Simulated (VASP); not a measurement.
A run of VASP 6.6.1:

File INCAR:

```
PREC     = Accurate       # precision mode
ENCUT    = 520            # plane-wave cutoff, eV
EDIFF    = 1E-6           # SCF threshold, eV
ISMEAR   = -1             # smearing method
SIGMA    = 0.01           # smearing width, eV
LREAL    = Auto         
LASPH    = T              # aspherical terms in the spheres
NELM     = 60             # most SCF steps
ALGO     = Normal         # electronic algorithm
ISIF     = 2              # what is computed and relaxed
LWAVE    = F              # write WAVECAR
LCHARG   = T              # write CHGCAR
GGA      = PE             # functional
LELF     = T              # ELF
LVHAR    = T            
NBANDS   = 82             # bands
NELECT   = 120.0
```

Contents of KPOINTS:

```
Automatic mesh
0
Gamma
  1 1 1
  0.25 0.25 0.25
```

POSCAR

```
MgB15N15
1.0
   -3.6241103800      3.6241103800     -3.6241103800
    3.6241103800      3.6241103800      3.6241103800
    3.6241103800     -3.6241103800     -3.6241103800
B Mg N
15 1 15
Direct
   -0.0016113169     -0.0010066637     -0.0604032856
    0.0105971477      0.2579762886      0.7551473057
    0.0106102024      0.5039263180      0.5091885915
   -0.0015731780      0.6883967159      0.2502602952
    0.2573565101      0.0112556326      0.7551640288
    0.2573411667      0.5039112112      0.2624322009
    0.2430001938      0.7494556388      0.0006807665
    0.5033168922      0.0112517358      0.5091852708
    0.5032978360      0.2579781442      0.2624478446
    0.4986631437      0.4992867621      0.0057381987
    0.4986568512      0.7545397119      0.7504923793
    0.6877851547     -0.0009842270      0.2502260673
    0.7488611982      0.2436110168      0.0007004080
    0.7539098971      0.4992713462      0.7505124027
    0.7488263497      0.7494548347      0.4948296817
    0.1792085946      0.1798541928      0.4310536297
    0.0000552124      0.2482953253      0.0097879946
    0.0075733804      0.5054710145      0.7567006008
    0.0000535233      0.7585690768      0.4995437414
    0.2476765997      0.0006623581      0.0097914431
    0.2529387819      0.2535766587      0.7794953816
    0.2529306676      0.5282962662      0.5047611981
    0.2477020276      0.7585710152      0.2518996408
    0.5048639762      0.0081916411      0.7567000217
    0.5276474318      0.2535757510      0.5047832429
    0.5048444980      0.5054729636      0.2594070662
    0.5027239844      0.7534889040      0.0047018322
    0.7579456189      0.0006715851      0.4995163801
    0.7579493937      0.2483168009      0.2519053347
    0.7528908914      0.5033484838      0.0047286905
    0.7528579305      0.7534759507      0.7545486824
```

Potentials or basis: VASP PAW PBE potentials, release 64 (B, Mg, N).

Command:

```sh
$ cat potpaw_PBE.64/B/POTCAR potpaw_PBE.64/Mg/POTCAR potpaw_PBE.64/N/POTCAR > POTCAR
$ mpirun -np 1 vasp_std > vasp.out
```

Hardware: 1 thread of Intel(R) Xeon(R) Platinum 8488C (Sapphire Rapids), on a shared host.

Q: How long does it take, and how much memory?

A: Wall time 36 s on 1 thread of Intel(R) Xeon(R) Platinum 8488C (Sapphire Rapids), on a shared host, peak memory 0.32 GiB. Counts: scf iterations 15, k points 1.
